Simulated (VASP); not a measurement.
Set up this calculation in VASP 6.6.1, as the native input.

| Property | Result |
| --- | --- |
| Task | single point |
| Functional | PBE |
| Potentials or basis | VASP PAW PBE potentials, release 64 (Zn, N) |
| Cutoff | 520 eV |
| k mesh | 6 × 6 × 2 |
| Occupations | gaussian, width 0.1 eV |
| Spin | no spin polarisation |
| Dipole correction | no |
| Further INCAR settings | ALGO = Normal; EDIFF = 1e-06; NBANDS = 38 |

The structure of Zn2N lies in POSCAR:

```
Zn2N
1.0
    3.4519725150      0.0000000000      0.0000000000
   -1.7259862575      2.9894958912      0.0000000000
    0.0000000000      0.0000000000      8.1919099975
Zn N
4 2
Direct
    0.6666666667      0.3333333333      0.0000000000
    0.6666666667      0.3333333333      0.5000000000
    0.0000000000      0.0000000000      0.7221592642
    0.0000000000      0.0000000000      0.2778407358
    0.6666666667      0.3333333333      0.7735510172
    0.6666666667      0.3333333333      0.2264489828
```

One way to write it, as run:

INCAR

```
SYSTEM = Zn2N
PREC = Accurate
ENCUT = 520
EDIFF = 1E-6
ISMEAR = 0
SIGMA = 0.1
LREAL = .False.
LASPH = .True.
NELM = 100
ALGO = Normal
ISIF = 2
LWAVE = .False.
LCHARG = .False.
GGA = PE
NBANDS = 38
```

KPOINTS

```
regular mesh
0
Gamma
  6 6 2
  0 0 0
```

Potentials or basis: VASP PAW PBE potentials, release 64 (Zn, N).

Command:

```sh
$ cat potpaw_PBE.64/Zn/POTCAR potpaw_PBE.64/N/POTCAR > POTCAR
$ mpirun -np 1 vasp_std > vasp.out
```

It gave:

- Pressure: 0.8 GPa
- Largest force: 0.024 eV/Å
- Band gap on the k mesh: zero (band 29 reaches 2.55 eV, above the bottom of band 30 at 2.17 eV)

Caveat: the k points lie up to 0.38 Å⁻¹ apart.

It took 54 s on 1 thread of Intel(R) Xeon(R) Platinum 8259CL CPU @ 2.50GHz (Skylake/Cascade Lake), on a shared host, peak memory 0.22 GiB.
